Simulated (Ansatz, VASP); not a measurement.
## ZrB2: VASP beside Ansatz

The input INCAR:

```
PREC     = Accurate       # precision mode
ENCUT    = 600            # plane-wave cutoff, eV
EDIFF    = 1E-7           # SCF threshold, eV
ISMEAR   = -1             # smearing method
SIGMA    = 0.15           # smearing width, eV
LREAL    = False          # projectors in reciprocal space
LASPH    = True           # aspherical terms in the spheres
NELM     = 60             # most SCF steps
ALGO     = Normal         # electronic algorithm
ISIF     = 3              # what is computed and relaxed
LWAVE    = False          # write WAVECAR
LCHARG   = False          # write CHGCAR
GGA      = PS             # functional
IBRION   = 2              # ionic algorithm
NSW      = 80             # ionic steps
EDIFFG   = -0.01          # ionic threshold
```

File KPOINTS:

```
regular mesh
0
Gamma
  16 16 12
```

File POSCAR:

```
ZrB2
1.0
    3.1700000000      0.0000000000      0.0000000000
   -1.5850000000      2.7453005300      0.0000000000
    0.0000000000      0.0000000000      3.5330000000
Zr B
1 2
Direct
    0.0000000000      0.0000000000      0.0000000000
    0.3333333333      0.6666666667      0.5000000000
    0.6666666667      0.3333333333      0.5000000000
```

Input for Ansatz:

```yaml
crystal:
  lattice:
    a: 3.17
    b: 3.17
    c: 3.533
    alpha: 90.0
    beta: 90.0
    gamma: 120.0
  space_group: 191
  atoms:
    - { symbol: Zr, position: [0.0, 0.0, 0.0] }
    - { symbol: B, position: [0.3333333333333333, 0.6666666666666666, 0.5] }
kpoints:
  mp_grid:
    grid: [16, 16, 12]
hamiltonian:
  xc: pbesol
scf:
  occupations:
    method: fermi_dirac
    width: 0.15
relax:
  cell: {}
```

Alike in both runs: task relaxation of cell and atoms; functional PBEsol; k mesh 16 × 16 × 12; occupations fermi-dirac, width 0.15 eV; no spin polarisation.

|  | VASP | Ansatz |
| --- | --- | --- |
| version | VASP 6.6.1 | Ansatz 0.2.0 |
| potentials or method | VASP PAW PBE potentials, release 64 (Zr_sv, B) | plane waves, PAW |
| plane-wave cutoff (eV) | 600 | 420 |
| valence electrons in the cell | 18 | 18 |

|  | VASP | Ansatz | Ansatz less VASP |
| --- | --- | --- | --- |
| relaxed volume (Å³/atom) | 10.09 | 10.08 | -0.013 |
| relaxed cell length with the largest relative difference (Å) | 3.508 | 3.506 | -0.0020 |

VASP's potentials were made for PBE, not for PBEsol.
